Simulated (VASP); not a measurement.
Crystal: Pd.

```xyz
1
Lattice="0.0000 1.9465 1.9465 1.9465 0.0000 1.9465 1.9465 1.9465 0.0000" Properties=species:S:1:pos:R:3 pbc="T T T"
Pd    0.0000    0.0000    0.0000
```

```yaml
Program: VASP 6.6.1
Task: relaxation of cell and atoms
Functional: LDA
Potentials_or_basis: VASP PAW LDA potentials, release 64 (Pd)
Cutoff: 600 eV
k_mesh: 9 × 9 × 9
Occupations: fermi-dirac, width 0.05 eV
Spin: no spin polarisation
```

At the start: pressure -8.6 GPa; volume 14.75 Å³/atom.

How do energy, volume and symmetry change on relaxing?

Over 4 steps the energy falls by 16.9 meV/atom and the volume is 14.15 Å³/atom (-4.1 %); space group Fm-3m (No. 225, to 0.05 Å).

Step by step:
```csv
step,energy change (eV),largest force (eV/Å),pressure (GPa),volume (Å³)
1,0.0000,0.0000,-8.57,14.75
2,0.0441,0.0000,20.83,13.13
3,-0.0169,0.0000,-0.22,14.16
4,-0.0169,0.0000,-0.04,14.15
```

Final structure:
```
Pd
1.0
     0.00000    1.91960    1.91960
     1.91960    0.00000    1.91960
     1.91960    1.91960    0.00000
Pd
1
Cartesian
  0.0000 0.0000 0.0000
```
